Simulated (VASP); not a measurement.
# GaP (F-43m) in VASP: settings compared, part 2 of 2

VASP 6.6.1. Earlier steps stand in the parts before.

**4. Single point, HSE06**

Contents of POSCAR:

```
GaP
1.0
    0.0000000000      2.7253992985      2.7253992985
    2.7253992985      0.0000000000      2.7253992985
    2.7253992985      2.7253992985      0.0000000000
Ga P
1 1
Direct
    0.0000000000      0.0000000000      0.0000000000
    0.2500000000      0.2500000000      0.2500000000
```

Contents of INCAR.step1:

```
SYSTEM = GaP
ALGO = Normal
EDIFF = 1E-5
ENCUT = 520
GGA = PE
ISIF = 2
ISMEAR = 0
LASPH = .TRUE.
LCHARG = .FALSE.
LREAL = .FALSE.
LWAVE = .TRUE.
NBANDS = 16
NELM = 100
PREC = Accurate
SIGMA = 0.01
```

Contents of INCAR.step2:

```
SYSTEM = GaP
ALGO = Normal
EDIFF = 1E-6
ENCUT = 520
GGA = PE
HFSCREEN = 0.2079
ISIF = 2
ISMEAR = 0
ISTART = 1
LASPH = .TRUE.
LCHARG = .FALSE.
LHFCALC = .TRUE.
LREAL = .FALSE.
LWAVE = .FALSE.
NBANDS = 16
NELM = 100
PREC = Accurate
PRECFOCK = Normal
SIGMA = 0.01
```

Contents of KPOINTS:

```
k-points
0
G
  4 4 4
  0 0 0
```

Potentials or basis: VASP PAW PBE potentials, release 64 (Ga_d, P).

Run with:

```bash
$ cat potpaw_PBE.64/Ga_d/POTCAR potpaw_PBE.64/P/POTCAR > POTCAR
$ cp INCAR.step1 INCAR
$ mpirun -np 1 vasp_std > vasp.out
$ cp INCAR.step2 INCAR
$ mpirun -np 1 vasp_std > vasp.out
```

OUTCAR:

```text
SYSTEM = GaP
   EDIFF = 1E-6
   ENCUT = 520
   GGA = PE
   HFSCREEN = 0.2079
   ISIF = 2
   ISMEAR = 0
   ISTART = 1
   LASPH = .TRUE.
   LHFCALC = .TRUE.
   LREAL = .FALSE.
   NELM = 100
   PREC = Accurate
   PRECFOCK = Normal

 ion  position               nearest neighbor table
   1  0.000  0.000  0.000-   2 2.36   2 2.36   2 2.36   2 2.36
   2  0.250  0.250  0.250-   1 2.36   1 2.36   1 2.36   1 2.36

  LATTYP: Found a face centered cubic cell.
 ALAT       =     5.4507985970

  Lattice vectors:

 A1 = (   0.0000000000,   2.7253992985,   2.7253992985)
 A2 = (   2.7253992985,   0.0000000000,   2.7253992985)
 A3 = (   2.7253992985,   2.7253992985,   0.0000000000)

Analysis of symmetry for initial positions (statically):
=====================================================================
 Subroutine PRICEL returns:
 Original cell was already a primitive cell.

 Routine SETGRP: Setting up the symmetry group for a
 face centered cubic supercell.

 Subroutine GETGRP returns: Found 24 space group operations
 (whereof 24 operations were pure point group operations)
 out of a pool of 48 trial point group operations.

The static configuration has the point symmetry T_d .

Analysis of symmetry for dynamics (positions and initial velocities):
=====================================================================
 Subroutine PRICEL returns:
 Original cell was already a primitive cell.

 Routine SETGRP: Setting up the symmetry group for a
 face centered cubic supercell.

 Subroutine GETGRP returns: Found 24 space group operations
 (whereof 24 operations were pure point group operations)
 out of a pool of 48 trial point group operations.

The dynamic configuration has the point symmetry T_d .

 Subroutine INISYM returns: Found 24 space group operations
 (whereof 24 operations are pure point group operations),
 and found     1 'primitive' translations

----------------------------------------------------------------------------------------

                                     Primitive cell

  volume of cell :      40.4874

  direct lattice vectors                    reciprocal lattice vectors
     0.000000000  2.725399299  2.725399299    -0.183459356  0.183459356  0.183459356
     2.725399299  0.000000000  2.725399299     0.183459356 -0.183459356  0.183459356
     2.725399299  2.725399299  0.000000000     0.183459356  0.183459356 -0.183459356

  length of vectors
     3.854296651  3.854296651  3.854296651     0.317760926  0.317760926  0.317760926

  position of ions in fractional coordinates (direct lattice)
     0.000000000  0.000000000  0.000000000
     0.250000000  0.250000000  0.250000000

  ion indices of the primitive-cell ions
   primitive index   ion index
                 1           1
                 2           2

----------------------------------------------------------------------------------------

 KPOINTS: k-points

Automatic generation of k-mesh.
 Grid dimensions read from file:
 generate k-points for:    4    4    4

 Generating k-lattice:

[... 20 lines left out ...]
  0.500000  0.000000  0.000000      4.000000
  0.250000  0.250000  0.000000      6.000000
  0.500000  0.250000  0.000000     24.000000
 -0.250000  0.250000  0.000000     12.000000
  0.500000  0.500000  0.000000      3.000000
 -0.250000  0.500000  0.250000      6.000000
   k-points           NKPTS =      8   k-points in BZ     NKDIM =     64   number of bands    NBANDS=     16
   number of dos      NEDOS =    301   number of ions     NIONS =      2
   total plane-waves  NPLWV =  27000
   dimension x,y,z NGX =    30 NGY =   30 NGZ =   30
   dimension x,y,z NGXF=    60 NGYF=   60 NGZF=   60
   ions per type =               1   1
   NGX,Y,Z   is equivalent  to a cutoff of  12.94, 12.94, 12.94 a.u.
   NGXF,Y,Z  is equivalent  to a cutoff of  25.88, 25.88, 25.88 a.u.
 SYSTEM =  GaP
   PREC   = accura    normal or accurate (medium, high low for compatibility)
   ISTART =      1    job   : 0-new  1-cont  2-samecut
   ICHARG =      0    charge: 1-file 2-atom 10-const
   ISPIN  =      1    spin polarized calculation?
   LNONCOLLINEAR =      F non collinear calculations
   LSORBIT =      F    spin-orbit coupling
   LASPH  =      T    aspherical Exc in radial PAW
   ENCUT  =  520.0 eV  38.22 Ry    6.18 a.u.   7.17  7.17  7.17*2*pi/ulx,y,z
   NELM   =    100;   NELMIN=  2; NELMDL=  0     # of ELM steps
   EDIFF  = 0.1E-05   stopping-criterion for ELM
   LREAL  =      F    real-space projection
   EDIFFG = 0.1E-04   stopping-criterion for IOM
   NSW    =      0    number of steps for IOM
   IBRION =     -1    ionic relax: 0-MD 1-quasi-New 2-CG
   NFREE  =      0    steps in history (QN), initial steepest desc. (CG)
   ISIF   =      2    stress and relaxation
   ISYM   =      3    0-nonsym 1-usesym 2-fastsym
   POTIM  = 0.5000    time-step for ionic-motion
   TEBEG  =    0.0;   TEEND  =   0.0 temperature during run
   PSTRESS=    0.0 pullay stress
   NELECT =      18.0000    total number of electrons
   NUPDOWN=      -1.0000    fix difference up-down
   EMIN   =  10.00;   EMAX   =-10.00  energy-range for DOS
   EFERMI =   0.00;   METHOD = LEGACY
   ISMEAR =     0;   SIGMA  =   0.01  broadening in eV -4-tet -1-fermi 0-gaus
   EFERMI_NEDOS =   21; number of points for ismear=-14 and -15
   IALGO  =     38    algorithm
   IMIX   =      1    mixing-type and parameters
     AMIX     =   0.40;   BMIX     =  1.00
     AMIX_MAG =   1.60;   BMIX_MAG =  1.00
  volume/ion in A,a.u.               =      20.24       136.61
  Fermi-wavevector in a.u.,A,eV,Ry     =   1.249469  2.361154 21.241049  1.561173
  Thomas-Fermi vector in A             =   2.383508
   LORBIT       =      0    0 simple, 1 ext, 2 COOP (PROOUT), +10 PAW based schemes
   GGA     = PE    functional components
   LHFCALC =     T    Hartree Fock is set to
   PRECFOCK=normal    Normal, Fast or Accurate (Low or Medium for compatibility)
   ENCUT4O =  -1.0   cutoff for four orbital integrals eV
   NKREDX  =     1    reduce k-point grid by
   NKREDY  =     1    reduce k-point grid by
   NKREDZ  =     1    reduce k-point grid by
   AEXX    =    0.2500 exact exchange contribution
   HFSCREEN=    0.2079 screening length (either q_TF or 0.3 A-1)
   HFSCREENC=   0.2079 screening length for correlation (either q_TF or 0.3 A-1)
   ENCUTFOCK=  -1.0 apply spherical cutoff to Coloumb kernel
   IVDW    =     0    specifies the selected vdW correction
   LEPSILON=     F    determine dielectric tensor
   LRPA    =     F    only Hartree local field effects (RPA)
 non-spin polarized calculation
 Gauss-broadening in eV      SIGMA  =   0.01
  energy-cutoff  :      520.00
  volume of cell :       40.49
 maximum number of plane-waves:      1106
 NGX is ok and might be reduce to    30
  NGX = 24; NGY = 24; NGZ = 24

 number of electron      17.9999989 magnetization

 Free energy of the ion-electron system (eV)
  ---------------------------------------------------
  ext. energy  EPLUGINS =         0.00000000
  ---------------------------------------------------
  free energy    TOTEN  =       -10.66791549 eV

  energy without entropy =      -10.66791549  energy(sigma->0) =      -10.66791549

 E-fermi :   4.3537     XC(G=0):  -8.1400

 val. band max:        4.2273013957   @ k =   0.0000   0.0000   0.0000
 cond. band min:       6.5356031229   @ k =   0.5000   0.5000   0.0000
 fundamental gap:      2.3083017272
 Fermi energy:         4.3537460045

 k-point     1 :       0.0000    0.0000    0.0000
  band No.  band energies     occupation
      1     -12.8406      2.00000
      2     -12.8406      2.00000
      3     -12.8406      2.00000
      4     -12.7396      2.00000
      5     -12.7396      2.00000
      6      -9.5305      2.00000
[... 129 lines left out ...]
      3     -12.7845      2.00000
      4     -12.7542      2.00000
      5     -12.7319      2.00000
      6      -6.2275      2.00000
[... 8 lines left out ...]
     15      17.5291      0.00000
     16      19.4435      0.00000

------------------------ aborting loop because EDIFF is reached ----------------------------------------

  FORCE on cell =-STRESS in cart. coord.  units (eV):
  Direction    XX          YY          ZZ          XY          YZ          ZX
  --------------------------------------------------------------------------------------
  -------------------------------------------------------------------------------------
  Total        0.2422529      0.2422529      0.2422529     -0.0000000      0.0000000     -0.0000000
  in kB        9.5864806      9.5864806      9.5864806     -0.0000000      0.0000000     -0.0000000
  external PRESSURE =       9.5864806 kB  Pullay stress =       0.0000000 kB

 VOLUME and BASIS-vectors are now :
 -----------------------------------------------------------------------------
  energy-cutoff  :      520.00
  volume of cell :       40.49
      direct lattice vectors                 reciprocal lattice vectors
     0.000000000  2.725399299  2.725399299    -0.183459356  0.183459356  0.183459356
     2.725399299  0.000000000  2.725399299     0.183459356 -0.183459356  0.183459356
     2.725399299  2.725399299  0.000000000     0.183459356  0.183459356 -0.183459356

 POSITION                                       TOTAL-FORCE (eV/Angst)
 -----------------------------------------------------------------------------------
      0.00000      0.00000      0.00000         0.000000      0.000000     -0.000000
      1.36270      1.36270      1.36270        -0.000000     -0.000000      0.000000
 -----------------------------------------------------------------------------------
    total drift:                               -0.000060     -0.000070     -0.000051

  FREE ENERGIE OF THE ION-ELECTRON SYSTEM (eV)
  ---------------------------------------------------
  free  energy   TOTEN  =       -10.6679154943 eV

  energy  without entropy=      -10.6679154943  energy(sigma->0) =      -10.66791549
```

Run time: 13 min. Hardware: 1 thread of Intel Xeon 8259CL, shared host; peak memory 0.28 GiB.

What came out:

- Free energy: -10.6679 eV
- Pressure: 1.0 GPa
- Band gap on the k mesh: 2.31 eV (least direct gap 2.84 eV)

Caveat: the k points lie up to 0.50 Å⁻¹ apart; the PAW data sets were made with another functional, which shifts forces and pressure a little. A k mesh can miss the band edges.

**5. The runs side by side**

| level | k mesh | grid for exact exchange (PRECFOCK) | share of exact exchange | screening parameter | gap on the mesh (eV) | pressure (GPa) |
| --- | --- | --- | --- | --- | --- | --- |
| r2SCAN | 4 × 4 × 4 | - | - | - | 1.88 | 0.4 |
| PBE | 6 × 6 × 6 | - | - | - | 1.65 | 2.5 |
| HSE06 | 4 × 4 × 4 | Normal | 0.25 | 0.2079 1/Å | 2.31 | 1.0 |

Alike in all rows: task single point; potentials or basis VASP PAW PBE potentials, release 64 (Ga_d, P); no spin polarisation; cell as given; cutoff (eV) 520; smearing gaussian 0.01 eV.

Caveats: some runs use coarse meshes; the PAW data sets were made with another functional, which shifts forces and pressure a little (at least some runs).

Absolute energies hang on the potentials; compare differences alone.
